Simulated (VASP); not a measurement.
# BaBe (P-6m2) in VASP: vibrations by perturbation theory with PBEsol

Aim: the vibrations by perturbation theory of BaBe with PBEsol.

All numbers are computed with VASP 6.6.1; they aren't measurements. Logs are shortened: lines on timing, memory, paths and dates and some standing lists are left out, and cuts for length are marked.

## (1) The cell of the first run

It takes space group P-6m2 (No. 187, hexagonal). Conventional cell: a = 4.420 Å, b = 4.420 Å, c = 4.049 Å, α = 90.00°, β = 90.00°, γ = 120.00°. Ba (site symmetry -6m2) has 6 Be at 3.26 Å and 8 Ba at 4.05 to 4.42 Å within 4.5 Å. Within 4.5 Å of Be (site symmetry -6m2) lie 6 Ba at 3.26 Å and 8 Be at 4.05 to 4.42 Å.

## (2) Vibrations by perturbation theory, PBEsol

File INCAR:

```
SYSTEM = BaBe
  PREC = Accurate
  ENCUT = 520
  EDIFF = 1E-8
  ISMEAR = -1
  SIGMA = 0.15
  LREAL = .FALSE.
  LASPH = .TRUE.
  NELM = 60
  ALGO = Fast
  ISIF = 2
  LWAVE = .FALSE.
  LCHARG = .TRUE.
  GGA = PS
  NBANDS = 13
  IBRION = 8
  NSW = 1
```

File KPOINTS:

```
Automatic mesh
0
G
  12 12 12
  0 0 0
```

File POSCAR:

```
BaBe
1.0
    4.4200614864      0.0000000000      0.0000000000
   -2.2100307432      3.8278855335      0.0000000000
    0.0000000000      0.0000000000      4.0492379946
Ba Be
1 1
Direct
    0.3333333333      0.6666666667      0.0000000000
    0.6666666667      0.3333333333      0.5000000000
```

Potentials or basis: VASP PAW PBE potentials, release 64 (Ba_sv, Be).

Launch:

```bash
$ cat potpaw_PBE.64/Ba_sv/POTCAR potpaw_PBE.64/Be/POTCAR > POTCAR
$ mpirun -np 1 vasp_std > vasp.out
```

OUTCAR:

```text
SYSTEM = BaBe
   PREC = Accurate
   ENCUT = 520
   EDIFF = 1E-8
   ISMEAR = -1
   LREAL = .FALSE.
   LASPH = .TRUE.
   NELM = 60
   ISIF = 2
   GGA = PS
   IBRION = 8
   NSW = 1

 ion  position               nearest neighbor table
   1  0.333  0.667  0.000-   2 3.26   2 3.26   2 3.26   2 3.26   2 3.26   2 3.26
   2  0.667  0.333  0.500-   1 3.26   1 3.26   1 3.26   1 3.26   1 3.26   1 3.26

  LATTYP: Found a hexagonal cell.
 ALAT       =     4.4200614864
 C/A-ratio  =     0.9161044495

  Lattice vectors:

 A1 = (   4.4200614864,   0.0000000000,   0.0000000000)
 A2 = (  -2.2100307432,   3.8278855335,   0.0000000000)
 A3 = (   0.0000000000,   0.0000000000,   4.0492379946)

Analysis of symmetry for initial positions (statically):
=====================================================================
 Subroutine PRICEL returns:
 Original cell was already a primitive cell.

 Routine SETGRP: Setting up the symmetry group for a
 hexagonal supercell.

 Subroutine GETGRP returns: Found 12 space group operations
 (whereof 12 operations were pure point group operations)
 out of a pool of 24 trial point group operations.

The static configuration has the point symmetry D_3h.

Analysis of symmetry for dynamics (positions and initial velocities):
=====================================================================
 Subroutine PRICEL returns:
 Original cell was already a primitive cell.

 Routine SETGRP: Setting up the symmetry group for a
 hexagonal supercell.

 Subroutine GETGRP returns: Found 12 space group operations
 (whereof 12 operations were pure point group operations)
 out of a pool of 24 trial point group operations.

The dynamic configuration has the point symmetry D_3h.

 Subroutine INISYM returns: Found 12 space group operations
 (whereof 12 operations are pure point group operations),
 and found     1 'primitive' translations

----------------------------------------------------------------------------------------

                                     Primitive cell

  volume of cell :      68.5110

  direct lattice vectors                    reciprocal lattice vectors
     4.420061486  0.000000000  0.000000000     0.226241197  0.130620416  0.000000000
    -2.210030743  3.827885533  0.000000000     0.000000000  0.261240832  0.000000000
     0.000000000  0.000000000  4.049237995     0.000000000  0.000000000  0.246960046

  length of vectors
     4.420061486  4.420061486  4.049237995     0.261240832  0.261240832  0.246960046

  position of ions in fractional coordinates (direct lattice)
     0.333333333  0.666666667  0.000000000
     0.666666667  0.333333333  0.500000000

  ion indices of the primitive-cell ions
   primitive index   ion index
                 1           1
                 2           2

----------------------------------------------------------------------------------------

 KPOINTS: Automatic mesh

Automatic generation of k-mesh.
 Grid dimensions read from file:
 generate k-points for:   12   12   12

 Generating k-lattice:

  Cartesian coordinates                     Fractional coordinates (reciprocal lattice)
     0.018853433  0.010885035  0.000000000     0.083333333  0.000000000  0.000000000
     0.000000000  0.021770069  0.000000000     0.000000000  0.083333333  0.000000000
     0.000000000  0.000000000  0.020580004     0.000000000  0.000000000  0.083333333

  Length of vectors
     0.021770069  0.021770069  0.020580004

  Shift w.r.t. Gamma in fractional coordinates (k-lattice)
     0.000000000  0.000000000  0.000000000

 Subroutine IBZKPT returns following result:
 ===========================================

 Found    133 irreducible k-points:

 Following reciprocal coordinates:
            Coordinates               Weight
  0.000000  0.000000  0.000000      1.000000
  0.083333  0.000000  0.000000      6.000000
  0.166667  0.000000  0.000000      6.000000
  0.250000 -0.000000  0.000000      6.000000
  0.333333 -0.000000  0.000000      6.000000
  0.416667 -0.000000  0.000000      6.000000
[... 16 lines left out ...]
  0.250000 -0.000000  0.083333     12.000000
  0.333333 -0.000000  0.083333     12.000000
 [... further k-points ...]
   k-points           NKPTS =    133   k-points in BZ     NKDIM =    133   number of bands    NBANDS=     13
   number of dos      NEDOS =    301   number of ions     NIONS =      2
   total plane-waves  NPLWV =  38880
   dimension x,y,z NGX =    36 NGY =   36 NGZ =   30
   dimension x,y,z NGXF=    72 NGYF=   72 NGZF=   60
   ions per type =               1   1
   NGX,Y,Z   is equivalent  to a cutoff of  13.54, 13.54, 12.32 a.u.
   NGXF,Y,Z  is equivalent  to a cutoff of  27.08, 27.08, 24.63 a.u.
[... 17 lines left out ...]
   ISYM   =      2    0-nonsym 1-usesym 2-fastsym
   POTIM  = 0.5000    time-step for ionic-motion
   TEBEG  =    0.0;   TEEND  =   0.0 temperature during run
   PSTRESS=    0.0 pullay stress
   NELECT =      12.0000    total number of electrons
   NUPDOWN=      -1.0000    fix difference up-down
   EMIN   =  10.00;   EMAX   =-10.00  energy-range for DOS
   EFERMI =   0.00;   METHOD = LEGACY
   ISMEAR =    -1;   SIGMA  =   0.15  broadening in eV -4-tet -1-fermi 0-gaus
   EFERMI_NEDOS =   21; number of points for ismear=-14 and -15
   IALGO  =     68    algorithm
   IMIX   =      4    mixing-type and parameters
     AMIX     =   0.40;   BMIX     =  1.00
     AMIX_MAG =   1.60;   BMIX_MAG =  1.00
  volume/ion in A,a.u.               =      34.26       231.17
  Fermi-wavevector in a.u.,A,eV,Ry     =   0.915971  1.730934 11.415327  0.839003
  Thomas-Fermi vector in A             =   2.040773
   LORBIT       =      0    0 simple, 1 ext, 2 COOP (PROOUT), +10 PAW based schemes
   GGA     = PS    functional components
   LHFCALC =     F    Hartree Fock is set to
   AEXX    =    0.0000 exact exchange contribution
   IVDW    =     0    specifies the selected vdW correction
   LEPSILON=     F    determine dielectric tensor
   LRPA    =     F    only Hartree local field effects (RPA)
 non-spin polarized calculation
 RMM-DIIS sequential band-by-band and
  energy-cutoff  :      520.00
  volume of cell :       68.51
 maximum number of plane-waves:      1872
 NGX is ok and might be reduce to    36
   NGX = 17   NGY = 17   NGZ = 15

--------------------------------------- Ionic step        1  -------------------------------------------

 number of electron      12.0000000 magnetization

 Free energy of the ion-electron system (eV)
  ---------------------------------------------------
  ext. energy  EPLUGINS =         0.00000000
  ---------------------------------------------------
  free energy    TOTEN  =        -4.54869980 eV

  energy without entropy =       -4.43370623  energy(sigma->0) =       -4.49120301

 E-fermi :   1.7883     XC(G=0):  -8.1744

 val. band max:        1.7864822173   @ k =   0.3333   0.2500   0.4167
 cond. band min:       1.7900824131   @ k =   0.3333   0.3333   0.0000
 fundamental gap:      0.0036001958
 Fermi energy:         1.7883145523

 k-point     1 :       0.0000    0.0000    0.0000
  band No.  band energies     occupation
      1     -26.1820      2.00000
      2     -11.2023      2.00000
      3     -11.2023      2.00000
      4     -11.1870      2.00000
      5      -2.5070      2.00000
      6       2.3999      0.03333
      7       2.6835      0.00511
      8       2.6835      0.00511
      9       4.8232      0.00000
     10       6.6357      0.00000
     11       6.8783      0.00000
     12       6.8787      0.00000
     13       7.5600      0.00000
[... 354 lines left out ...]
  band No.  band energies     occupation
      1     -26.1530      2.00000
      2     -11.5579      2.00000
      3     -11.2793      2.00000
      4     -11.1886      2.00000
      5      -1.2734      2.00000
      6       1.1958      1.96223
      7       2.8154      0.00212
      8       3.4398      0.00003
      9       3.5287      0.00002
     10       6.1616      0.00000
     11       6.4998      0.00000
     12       7.5418      0.00000
     13       7.8722      0.00000

 [... further k-points ...]

------------------------ aborting loop because EDIFF is reached ----------------------------------------

  FORCE on cell =-STRESS in cart. coord.  units (eV):
  Direction    XX          YY          ZZ          XY          YZ          ZX
  --------------------------------------------------------------------------------------
  -------------------------------------------------------------------------------------
  Total        0.0896042      0.0896042      0.1133113      0.0000000     -0.0000000      0.0000000
  in kB        2.0954547      2.0954547      2.6498618      0.0000000     -0.0000000      0.0000000
  external PRESSURE =       2.2802571 kB  Pullay stress =       0.0000000 kB

 VOLUME and BASIS-vectors are now :
 -----------------------------------------------------------------------------
  energy-cutoff  :      520.00
  volume of cell :       68.51
      direct lattice vectors                 reciprocal lattice vectors
     4.420061486  0.000000000  0.000000000     0.226241197  0.130620416  0.000000000
    -2.210030743  3.827885533  0.000000000     0.000000000  0.261240832  0.000000000
     0.000000000  0.000000000  4.049237995     0.000000000  0.000000000  0.246960046

 POSITION                                       TOTAL-FORCE (eV/Angst)
 -----------------------------------------------------------------------------------
     -0.00000      2.55192      0.00000         0.000000     -0.000000      0.000000
      2.21003      1.27596      2.02462        -0.000000      0.000000      0.000000
 -----------------------------------------------------------------------------------
    total drift:                                0.000000     -0.000000     -0.000000

  FREE ENERGIE OF THE ION-ELECTRON SYSTEM (eV)
  ---------------------------------------------------
  free  energy   TOTEN  =        -4.5486997957 eV

  energy  without entropy=       -4.4337062257  energy(sigma->0) =       -4.49120301

[... ionic steps 2 to 3 ...]

--------------------------------------- Ionic step        4  -------------------------------------------

------------------------ aborting loop because EDIFF is reached ----------------------------------------
[... 11 lines left out ...]
[... ionic steps 8 to 8 ...]

--------------------------------------- Ionic step        9  -------------------------------------------

 Free energy of the ion-electron system (eV)
  ---------------------------------------------------
  ---------------------------------------------------
  free energy    TOTEN  =        -0.00662298 eV

  energy without entropy =       -0.00662295

------------------------ aborting loop because EDIFF is reached ----------------------------------------

 INTERNAL STRAIN TENSOR  FOR ION    2  DIRECTION 3   (eV/Angst):
 -----------------------------------------------------------------------------
     0.00419 -0.00000  0.00000
     0.00000  0.00419  0.00000
     0.00000  0.00000 -0.00042

 INTERNAL STRAIN TENSOR FOR ION    2 for displacements in x,y,z  (eV/Angst):
          X           Y           Z          XY          YZ          ZX
  --------------------------------------------------------------------------------
  x     0.00000     0.00000     0.00000     2.97155     0.00000     0.00000
  y     2.97155    -2.97155     0.00000     0.00000     0.00000     0.00000
  z     0.00000     0.00000     0.00000    -0.00000     0.00000     0.00000

 SECOND DERIVATIVES (NOT SYMMETRIZED)
 ------------------------------------
               1X          1Y          1Z          2X          2Y          2Z
  1X    -2.136259    0.000000    0.000000    2.136259    0.000000    0.000000
  1Y     0.000000   -2.136259    0.000000    0.000000    2.136259    0.000000
  1Z    -0.000000    0.000000   -2.292875    0.000000    0.000000    2.292875
  2X     2.135892    0.000000    0.000000   -2.135892   -0.000000    0.000000
  2Y     0.000000    2.135892    0.000000    0.000000   -2.135892    0.000000
  2Z     0.000000    0.000000    2.296363    0.000000    0.000000   -2.296363

 Eigenvectors and eigenvalues of the dynamical matrix
 ----------------------------------------------------

   1 f  =    8.145533 THz    51.179896 2PiTHz  271.705749 cm-1    33.687204 meV
             X         Y         Z           dx          dy          dz
     -0.000000  2.551924  0.000000    -0.000000   -0.000000   -0.247995
      2.210031  1.275962  2.024619     0.000000    0.000000    0.968761
[... 21 lines left out ...]
   6 f/i=    0.001487 THz     0.009345 2PiTHz    0.049611 cm-1     0.006151 meV
             X         Y         Z           dx          dy          dz
     -0.000000  2.551924  0.000000     0.000000    0.000000    0.968761
      2.210031  1.275962  2.024619     0.000000    0.000000    0.247995

--------------------------------------------------------------------------------------------------------

 ELASTIC MODULI CONTR FROM IONIC RELAXATION (kBar)
 Direction    XX          YY          ZZ          XY          YZ          ZX
 --------------------------------------------------------------------------------
 XX         -96.5867     96.5867      0.0000      0.0000      0.0000      0.0000
 YY          96.5867    -96.5867      0.0000     -0.0000      0.0000      0.0000
 ZZ           0.0000      0.0000      0.0000      0.0000      0.0000      0.0000
 XY           0.0000     -0.0000      0.0000    -96.5867      0.0000      0.0000
 YZ           0.0000      0.0000      0.0000      0.0000      0.0000      0.0000
 ZX           0.0000      0.0000      0.0000      0.0000      0.0000      0.0000
 --------------------------------------------------------------------------------
```

Wall time 13 min (1 thread of Intel Xeon Platinum 8488C (Sapphire Rapids), shared host); peak memory 1 GiB.

Results:

- Highest phonon frequency at Γ: 272 cm⁻¹

Phonon frequencies in cm⁻¹ (negative: imaginary):
| q point | frequencies |
| --- | --- |
| (0.000, 0.000, 0.000) | 0 0 0 262 262 272 |

Caveat: the PAW data sets were made with another functional, which shifts forces and pressure a little; spin-orbit coupling is left out, which moves the levels of the heavy elements.
